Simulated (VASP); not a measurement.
# CuI (I-4m2) in VASP: notebook

The runs below take CuI through single point, with PBE, r2SCAN.

Everything below comes from runs of VASP 6.6.1. Logs are shortened: lines on timing, memory, paths and dates and some standing lists are left out, and cuts for length are marked.

## Step 1: The cell of the first run

Symmetry: I-4m2, No. 119, tetragonal system. The conventional cell has a = 4.260 Å, b = 4.260 Å, c = 5.873 Å, α = 90.00°, β = 90.00°, γ = 90.00°. Cu (site symmetry -4m2) has 4 I at 2.59 Å within 3.4 Å. I (site symmetry -4m2) has 4 Cu at 2.59 Å within 3.4 Å.

## Step 2: Single point, PBE (uniaxial z strain -2.5%)

INCAR reads:

```
ALGO     = Normal         # electronic algorithm
EDIFF    = 1E-6           # SCF threshold, eV
ENCUT    = 520            # plane-wave cutoff, eV
GGA      = PE             # functional
ISIF     = 2              # what is computed and relaxed
ISMEAR   = -1             # smearing method
LASPH    = True           # aspherical terms in the spheres
LCHARG   = False          # write CHGCAR
LREAL    = False          # projectors in reciprocal space
LWAVE    = False          # write WAVECAR
NBANDS   = 16             # bands
NELM     = 100            # most SCF steps
PREC     = Accurate       # precision mode
SIGMA    = 0.02           # smearing width, eV
```

KPOINTS reads:

```
k-points
0
Gamma
  8 8 8
```

POSCAR reads:

```
CuI
1.0
    0.0000000000      3.0120291147      2.9367283868
    3.0120291147      0.0000000000      2.9367283868
    3.0120291147      3.0120291147      0.0000000000
Cu I
1 1
Direct
    0.0000000000      0.0000000000      0.0000000000
    0.2500000000      0.2500000000      0.2500000000
```

Potentials or basis: VASP PAW PBE potentials, release 64 (Cu, I).

Run with:

```sh
$ cat potpaw_PBE.64/Cu/POTCAR potpaw_PBE.64/I/POTCAR > POTCAR
$ mpirun -np 1 vasp_std > vasp.out
```

OUTCAR:

```text
EDIFF = 1E-6
   ENCUT = 520
   GGA = PE
   ISIF = 2
   ISMEAR = -1
   LASPH = True
   LREAL = False
   NELM = 100
   PREC = Accurate

 ion  position               nearest neighbor table
   1  0.000  0.000  0.000-   2 2.59   2 2.59   2 2.59   2 2.59
   2  0.250  0.250  0.250-   1 2.59   1 2.59   1 2.59   1 2.59

  LATTYP: Found a body centered tetragonal cell.
 ALAT       =     4.2596524243
 C/A-ratio  =     1.3788582233

  Lattice vectors:

 A1 = (   0.0000000000,  -3.0120291147,  -2.9367283868)
 A2 = (   0.0000000000,   3.0120291147,  -2.9367283868)
 A3 = (   3.0120291147,   0.0000000000,   2.9367283868)

Analysis of symmetry for initial positions (statically):
=====================================================================
 Subroutine PRICEL returns:
 Original cell was already a primitive cell.

 Routine SETGRP: Setting up the symmetry group for a
 body centered tetragonal supercell.

 Subroutine GETGRP returns: Found  8 space group operations
 (whereof  8 operations were pure point group operations)
 out of a pool of 16 trial point group operations.

The static configuration has the point symmetry D_2d.

Analysis of symmetry for dynamics (positions and initial velocities):
=====================================================================
 Subroutine PRICEL returns:
 Original cell was already a primitive cell.

 Routine SETGRP: Setting up the symmetry group for a
 body centered tetragonal supercell.

 Subroutine GETGRP returns: Found  8 space group operations
 (whereof  8 operations were pure point group operations)
 out of a pool of 16 trial point group operations.

The dynamic configuration has the point symmetry D_2d.

 Subroutine INISYM returns: Found  8 space group operations
 (whereof  8 operations are pure point group operations),
 and found     1 'primitive' translations

----------------------------------------------------------------------------------------

                                     Primitive cell

  volume of cell :      53.2859

  direct lattice vectors                    reciprocal lattice vectors
     0.000000000  3.012029115  2.936728387    -0.166001051  0.166001051  0.170257489
     3.012029115  0.000000000  2.936728387     0.166001051 -0.166001051  0.170257489
     3.012029115  3.012029115  0.000000000     0.166001051  0.166001051 -0.170257489

  length of vectors
     4.206743753  4.206743753  4.259652424     0.290000536  0.290000536  0.290000536

  position of ions in fractional coordinates (direct lattice)
     0.000000000  0.000000000  0.000000000
     0.250000000  0.250000000  0.250000000

  ion indices of the primitive-cell ions
   primitive index   ion index
                 1           1
                 2           2

----------------------------------------------------------------------------------------

 KPOINTS: k-points

Automatic generation of k-mesh.
 Grid dimensions read from file:
 generate k-points for:    8    8    8

 Generating k-lattice:

  Cartesian coordinates                     Fractional coordinates (reciprocal lattice)
    -0.020750131  0.020750131  0.021282186     0.125000000 -0.000000000  0.000000000
     0.020750131 -0.020750131  0.021282186    -0.000000000  0.125000000  0.000000000
     0.020750131  0.020750131 -0.021282186     0.000000000  0.000000000  0.125000000

  Length of vectors
     0.036250067  0.036250067  0.036250067

  Shift w.r.t. Gamma in fractional coordinates (k-lattice)
     0.000000000  0.000000000  0.000000000

 Subroutine IBZKPT returns following result:
 ===========================================

 Found     59 irreducible k-points:

 Following reciprocal coordinates:
            Coordinates               Weight
  0.000000  0.000000  0.000000      1.000000
  0.125000 -0.000000  0.000000      8.000000
  0.250000 -0.000000  0.000000      8.000000
  0.375000  0.000000  0.000000      8.000000
  0.500000 -0.000000  0.000000      4.000000
  0.125000  0.125000  0.000000      2.000000
[... 16 lines left out ...]
  0.250000 -0.000000  0.125000     16.000000
  0.375000  0.000000  0.125000     16.000000
 [... further k-points ...]
   k-points           NKPTS =     59   k-points in BZ     NKDIM =     59   number of bands    NBANDS=     16
   number of dos      NEDOS =    301   number of ions     NIONS =      2
   total plane-waves  NPLWV =  32768
   dimension x,y,z NGX =    32 NGY =   32 NGZ =   32
   dimension x,y,z NGXF=    64 NGYF=   64 NGZF=   64
   ions per type =               1   1
   NGX,Y,Z   is equivalent  to a cutoff of  12.65, 12.65, 12.49 a.u.
   NGXF,Y,Z  is equivalent  to a cutoff of  25.29, 25.29, 24.98 a.u.
 SYSTEM =  unknown system
   PREC   = accura    normal or accurate (medium, high low for compatibility)
   ISTART =      0    job   : 0-new  1-cont  2-samecut
   ICHARG =      2    charge: 1-file 2-atom 10-const
   ISPIN  =      1    spin polarized calculation?
   LNONCOLLINEAR =      F non collinear calculations
   LSORBIT =      F    spin-orbit coupling
   LASPH  =      T    aspherical Exc in radial PAW
   ENCUT  =  520.0 eV  38.22 Ry    6.18 a.u.   7.82  7.82  7.92*2*pi/ulx,y,z
   NELM   =    100;   NELMIN=  2; NELMDL= -5     # of ELM steps
   EDIFF  = 0.1E-05   stopping-criterion for ELM
   LREAL  =      F    real-space projection
   EDIFFG = 0.1E-04   stopping-criterion for IOM
   NSW    =      0    number of steps for IOM
   IBRION =     -1    ionic relax: 0-MD 1-quasi-New 2-CG
   NFREE  =      0    steps in history (QN), initial steepest desc. (CG)
   ISIF   =      2    stress and relaxation
   ISYM   =      2    0-nonsym 1-usesym 2-fastsym
   POTIM  = 0.5000    time-step for ionic-motion
   TEBEG  =    0.0;   TEEND  =   0.0 temperature during run
   PSTRESS=    0.0 pullay stress
   NELECT =      18.0000    total number of electrons
   NUPDOWN=      -1.0000    fix difference up-down
   EMIN   =  10.00;   EMAX   =-10.00  energy-range for DOS
   EFERMI =   0.00;   METHOD = LEGACY
   ISMEAR =    -1;   SIGMA  =   0.02  broadening in eV -4-tet -1-fermi 0-gaus
   EFERMI_NEDOS =   21; number of points for ismear=-14 and -15
   IALGO  =     38    algorithm
   IMIX   =      4    mixing-type and parameters
     AMIX     =   0.40;   BMIX     =  1.00
     AMIX_MAG =   1.60;   BMIX_MAG =  1.00
  volume/ion in A,a.u.               =      26.64       179.80
  Fermi-wavevector in a.u.,A,eV,Ry     =   1.140149  2.154569 17.686756  1.299940
  Thomas-Fermi vector in A             =   2.276852
   LORBIT       =      0    0 simple, 1 ext, 2 COOP (PROOUT), +10 PAW based schemes
   GGA     = PE    functional components
   LHFCALC =     F    Hartree Fock is set to
   AEXX    =    0.0000 exact exchange contribution
   IVDW    =     0    specifies the selected vdW correction
   LEPSILON=     F    determine dielectric tensor
   LRPA    =     F    only Hartree local field effects (RPA)
 non-spin polarized calculation
  energy-cutoff  :      520.00
  volume of cell :       53.29
 maximum number of plane-waves:      1456
   NGX = 15   NGY = 15   NGZ = 15

 number of electron      18.0000001 magnetization

 Free energy of the ion-electron system (eV)
  ---------------------------------------------------
  ext. energy  EPLUGINS =         0.00000000
  ---------------------------------------------------
  free energy    TOTEN  =        -5.54022823 eV

  energy without entropy =       -5.54022823  energy(sigma->0) =       -5.54022823

 E-fermi :   5.3506     XC(G=0):  -9.1462

 val. band max:        4.9498673390   @ k =   0.0000   0.0000   0.0000
 cond. band min:       6.1880989296   @ k =   0.0000   0.0000   0.0000
 fundamental gap:      1.2382315906
 Fermi energy:         5.3505658174

 k-point     1 :       0.0000    0.0000    0.0000
  band No.  band energies     occupation
      1      -9.3268      2.00000
      2       1.0710      2.00000
      3       1.0710      2.00000
      4       1.0994      2.00000
      5       2.8709      2.00000
      6       2.8939      2.00000
[... 8 lines left out ...]
     15      14.3954      0.00000
     16      14.7499      0.00000

 k-point     2 :       0.1250   -0.0000    0.0000
  band No.  band energies     occupation
      1      -9.2464      2.00000
      2       0.7827      2.00000
      3       1.0740      2.00000
      4       1.1023      2.00000
      5       2.8654      2.00000
      6       2.8859      2.00000
[... 8 lines left out ...]
     15      13.8838      0.00000
     16      14.0413      0.00000

 k-point     3 :       0.2500   -0.0000    0.0000
  band No.  band energies     occupation
      1      -9.0394      2.00000
      2       0.0637      2.00000
      3       1.0771      2.00000
      4       1.1278      2.00000
      5       2.8659      2.00000
      6       2.8786      2.00000
[... 8 lines left out ...]
     15      13.6518      0.00000
     16      13.9400      0.00000

 k-point     4 :       0.3750    0.0000    0.0000
  band No.  band energies     occupation
      1      -8.8102      2.00000
      2      -0.6449      2.00000
      3       1.0741      2.00000
      4       1.1486      2.00000
      5       2.8925      2.00000
      6       2.8944      2.00000
[... 8 lines left out ...]
     15      14.6168      0.00000
     16      14.6779      0.00000

 k-point     5 :       0.5000   -0.0000    0.0000
  band No.  band energies     occupation
      1      -8.7073      2.00000
      2      -0.9354      2.00000
      3       1.0708      2.00000
      4       1.1555      2.00000
      5       2.9098      2.00000
      6       2.9142      2.00000
[... 8 lines left out ...]
     15      15.8256      0.00000
     16      16.0207      0.00000

 k-point     6 :       0.1250    0.1250    0.0000
  band No.  band energies     occupation
      1      -9.2161      2.00000
      2       0.7634      2.00000
      3       1.0491      2.00000
      4       1.0491      2.00000
      5       2.8602      2.00000
      6       2.8860      2.00000
[... 8 lines left out ...]
     15      14.4739      0.00000
     16      14.5605      0.00000

 k-point     7 :       0.2500    0.1250    0.0000
  band No.  band energies     occupation
      1      -9.0480      2.00000
      2       0.2370      2.00000
      3       1.0346      2.00000
      4       1.0486      2.00000
      5       2.8347      2.00000
      6       2.8986      2.00000
[... 8 lines left out ...]
     15      14.5025      0.00000
     16      15.1072      0.00000

 k-point     8 :       0.3750    0.1250    0.0000
  band No.  band energies     occupation
      1      -8.8227      2.00000
      2      -0.4196      2.00000
      3       1.0085      2.00000
      4       1.0343      2.00000
      5       2.8451      2.00000
      6       2.9164      2.00000
[... 8 lines left out ...]
     15      14.8328      0.00000
     16      15.2746      0.00000

 k-point     9 :       0.5000    0.1250    0.0000
  band No.  band energies     occupation
      1      -8.6755      2.00000
      2      -0.8094      2.00000
      3       0.9408      2.00000
      4       1.0510      2.00000
      5       2.8657      2.00000
      6       2.9169      2.00000
[... 8 lines left out ...]
     15      15.6150      0.00000
     16      16.0114      0.00000
[... 172 lines left out ...]
 k-point    19 :       0.5000    0.3750    0.0000
  band No.  band energies     occupation
      1      -8.5089      2.00000
      2      -0.7212      2.00000
      3       0.7316      2.00000
      4       0.9481      2.00000
      5       2.8077      2.00000
      6       2.9524      2.00000
[... 8 lines left out ...]
     15      16.2561      0.00000
     16      17.3664      0.00000

 k-point    20 :      -0.3750    0.3750    0.0000
  band No.  band energies     occupation
      1      -8.4976      2.00000
      2      -0.5396      2.00000
      3       0.2810      2.00000
      4       0.9900      2.00000
      5       2.7479      2.00000
      6       2.9086      2.00000
[... 8 lines left out ...]
     15      14.9443      0.00000
     16      18.6508      0.00000

 k-point    21 :       0.5000    0.5000    0.0000
  band No.  band energies     occupation
      1      -8.4713      2.00000
      2      -0.8571      2.00000
      3       0.9255      2.00000
      4       0.9255      2.00000
      5       2.8673      2.00000
      6       2.9682      2.00000
[... 8 lines left out ...]
     15      16.2563      0.00000
     16      17.0701      0.00000

 k-point    22 :       0.1250    0.0000    0.1250
  band No.  band energies     occupation
      1      -9.2213      2.00000
      2       0.7374      2.00000
      3       1.0591      2.00000
      4       1.0906      2.00000
      5       2.8408      2.00000
      6       2.9020      2.00000
[... 8 lines left out ...]
     15      14.3281      0.00000
     16      14.7991      0.00000

 k-point    23 :       0.2500   -0.0000    0.1250
  band No.  band energies     occupation
      1      -9.0572      2.00000
      2       0.2309      2.00000
      3       1.0427      2.00000
      4       1.0869      2.00000
      5       2.8181      2.00000
      6       2.9096      2.00000
[... 8 lines left out ...]
     15      14.5941      0.00000
     16      15.1360      0.00000

 k-point    24 :       0.3750    0.0000    0.1250
  band No.  band energies     occupation
      1      -8.8324      2.00000
      2      -0.4127      2.00000
      3       0.9715      2.00000
      4       1.0999      2.00000
      5       2.8350      2.00000
      6       2.9194      2.00000
[... 8 lines left out ...]
     15      14.7469      0.00000
     16      15.2464      0.00000

 [... further k-points ...]
[... 5 lines left out ...]
  --------------------------------------------------------------------------------------
  -------------------------------------------------------------------------------------
  Total        0.7363919      0.7363919      0.8711094      0.0000000     -0.0000000      0.0000000
  in kB       22.1415209     22.1415209     26.1921519      0.0000000     -0.0000000      0.0000000
  external PRESSURE =      23.4917312 kB  Pullay stress =       0.0000000 kB

 VOLUME and BASIS-vectors are now :
 -----------------------------------------------------------------------------
  energy-cutoff  :      520.00
  volume of cell :       53.29
      direct lattice vectors                 reciprocal lattice vectors
     0.000000000  3.012029115  2.936728387    -0.166001051  0.166001051  0.170257489
     3.012029115  0.000000000  2.936728387     0.166001051 -0.166001051  0.170257489
     3.012029115  3.012029115  0.000000000     0.166001051  0.166001051 -0.170257489

 POSITION                                       TOTAL-FORCE (eV/Angst)
 -----------------------------------------------------------------------------------
      0.00000      0.00000      0.00000         0.000000      0.000000      0.000000
      1.50601      1.50601      1.46836        -0.000000     -0.000000     -0.000000
 -----------------------------------------------------------------------------------
    total drift:                               -0.000000     -0.000000     -0.000002

  FREE ENERGIE OF THE ION-ELECTRON SYSTEM (eV)
  ---------------------------------------------------
  free  energy   TOTEN  =        -5.5402282350 eV

  energy  without entropy=       -5.5402282350  energy(sigma->0) =       -5.54022823
```

Wall time 32 s (1 thread of Intel Xeon Platinum 8259CL at 2.50GHz (Skylake/Cascade Lake), shared host); peak memory 0.21 GiB.

What came out:

| Property | Result |
| --- | --- |
| Free energy | -5.5402 eV |
| Pressure | 2.3 GPa |
| Band gap on the k mesh | 1.24 eV |

Levels at points of the mesh, in eV from the valence-band top:
| k point | band 6 | band 7 | band 8 | band 9 | band 10 | band 11 | band 12 | band 13 |
| --- | --- | --- | --- | --- | --- | --- | --- | --- |
| (0.00, 0.00, 0.00) | -2.06 | -0.04 | -0.04 | 0.00 | 1.24 | 4.79 | 4.79 | 4.83 |
| (0.50, 0.00, 0.00) | -2.04 | -1.99 | -0.83 | -0.78 | 2.16 | 5.26 | 5.45 | 7.45 |
| (0.50, 0.50, 0.00) | -1.98 | -1.98 | -1.69 | -1.69 | 2.53 | 2.73 | 9.61 | 9.95 |
| (0.50, 0.00, 0.50) | -2.02 | -1.97 | -1.71 | -1.65 | 2.63 | 2.92 | 9.40 | 9.86 |

Caveat: the cell differs from its parent crystal (uniaxial z strain -2.5%); spin-orbit coupling is left out, which moves the levels of the heavy elements.

## Step 3: Single point, PBE (uniaxial x strain +2.0%)

INCAR reads:

```
PREC     = Accurate       # precision mode
ENCUT    = 520            # plane-wave cutoff, eV
EDIFF    = 1E-6           # SCF threshold, eV
ISMEAR   = -1             # smearing method
SIGMA    = 0.02           # smearing width, eV
LREAL    = False          # projectors in reciprocal space
LASPH    = True           # aspherical terms in the spheres
NELM     = 60             # most SCF steps
ALGO     = Normal         # electronic algorithm
ISIF     = 2              # what is computed and relaxed
LWAVE    = False          # write WAVECAR
LCHARG   = False          # write CHGCAR
GGA      = PE             # functional
NBANDS   = 16             # bands
```

KPOINTS reads:

```
regular mesh
0
Gamma
  8 8 8
```

POSCAR reads:

```
CuI
1.0
    0.0000000000      3.0120291147      3.0120291147
    3.0722696970      0.0000000000      3.0120291147
    3.0722696970      3.0120291147      0.0000000000
Cu I
1 1
Direct
    0.0000000000      0.0000000000      0.0000000000
    0.2500000000      0.2500000000      0.2500000000
```

Potentials or basis: VASP PAW PBE potentials, release 64 (Cu, I).

Run with:

```sh
$ cat potpaw_PBE.64/Cu/POTCAR potpaw_PBE.64/I/POTCAR > POTCAR
$ mpirun -np 1 vasp_std > vasp.out
```

Wall time 31 s (1 thread of Intel Xeon Platinum 8259CL at 2.50GHz (Skylake/Cascade Lake), shared host); peak memory 0.2 GiB.

The run converged. Its results:

```
Free energy            : -5.5612 eV
Pressure               : 0.3 GPa
Band gap on the k mesh : 1.13 eV
```

Stress tensor (GPa, compression positive):
```
0.03 0.00 0.00
0.00 0.39 0.00
0.00 0.00 0.39
```

Levels at points of the mesh, in eV from the valence-band top:
| k point | band 7 | band 8 | band 9 | band 10 | band 11 | band 12 |
| --- | --- | --- | --- | --- | --- | --- |
| (0.00, 0.00, 0.00) | -0.03 | 0.00 | 0.00 | 1.13 | 4.84 | 4.87 |
| (0.50, 0.00, 0.00) | -1.79 | -0.73 | -0.70 | 2.14 | 5.33 | 5.47 |
| (0.50, 0.50, 0.00) | -1.77 | -1.52 | -1.49 | 2.68 | 2.85 | 9.22 |
| (0.00, 0.50, 0.50) | -1.77 | -1.50 | -1.50 | 2.76 | 2.99 | 9.07 |

Caveat: the cell differs from its parent crystal (uniaxial x strain +2.0%); spin-orbit coupling is left out, which moves the levels of the heavy elements.

(Continued in part 2 of 2.)
